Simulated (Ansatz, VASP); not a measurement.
# One calculation of NaI, two programs

The input POSCAR:

```
NaI
1.0
    0.0000000000      3.2296266398      3.2296266398
    3.2296266398      0.0000000000      3.2296266398
    3.2296266398      3.2296266398      0.0000000000
Na I
1 1
Direct
    0.0000000000      0.0000000000      0.0000000000
    0.5000000000      0.5000000000      0.5000000000
```

The input INCAR.step1:

```
SYSTEM = NaI
  PREC = Accurate
  ENCUT = 520
  ISMEAR = 0
  SIGMA = 0.01
  LREAL = .False.
  LASPH = .True.
  NELM = 60
  NBANDS = 14
  GGA = PE
  ALGO = Normal
  EDIFF = 1E-4
  LWAVE = .True.
  LCHARG = .False.
```

The input INCAR.step2:

```
SYSTEM = NaI
  PREC = Accurate
  ENCUT = 520
  EDIFF = 1E-7
  ISMEAR = 0
  SIGMA = 0.01
  LREAL = .False.
  LASPH = .True.
  NELM = 60
  ALGO = Normal
  ISIF = 2
  LWAVE = .False.
  LCHARG = .False.
  METAGGA = R2SCAN
  LMIXTAU = .True.
  NBANDS = 14
  ISTART = 1
```

File KPOINTS:

```
regular mesh
0
Gamma
  8 8 8
  0 0 0
```

Input for Ansatz:

```yaml
crystal:
  lattice:
    - [0.0, 3.2296266398, 3.2296266398]
    - [3.2296266398, 0.0, 3.2296266398]
    - [3.2296266398, 3.2296266398, 0.0]
  atoms:
    - { symbol: Na, position: [0.0, 0.0, 0.0] }
    - { symbol: I, position: [0.5, 0.5, 0.5] }
kpoints:
  mp_grid: { grid: [8, 8, 8] }
  band_path:
    path:
      - [0.0, 0.0, 0.0]
      - [0.5, 0.0, 0.5]
      - [0.625, 0.25, 0.625]
      - [0.375, 0.375, 0.75]
      - [0.5, 0.5, 0.5]
      - [0.5, 0.25, 0.75]
    npoints: 1
hamiltonian:
  xc: r2scan
scf:
  occupations: { method: fixed }
  n_extra_bands: 4
output:
  forces: true
  stress: true
  eigenvalues: true
```

Alike in both runs: task single point; functional r2SCAN; k mesh 8 × 8 × 8; no spin polarisation.

|  | VASP | Ansatz |
| --- | --- | --- |
| version | VASP 6.6.1 | Ansatz 0.2.0 |
| potentials or method | VASP PAW PBE potentials, release 64 (Na_pv, I) | plane waves, PAW |
| plane-wave cutoff (eV) | 520 | 500 |
| occupations | gaussian, width 0.01 eV | fixed |
| valence electrons in the cell | 14 | 26 |

```csv
,VASP,Ansatz,Ansatz less VASP
gap on the k mesh at the Fermi level (eV),4.46,4.45,-0.009
pressure (GPa),-0.1,0.0,+0.09
```

VASP's potentials were made for PBE, not for r2SCAN. VASP's potentials hold 14 valence electrons a cell and Ansatz's 26, so a difference there can come from the potentials and not from the codes.

Neither program's run includes spin-orbit coupling.
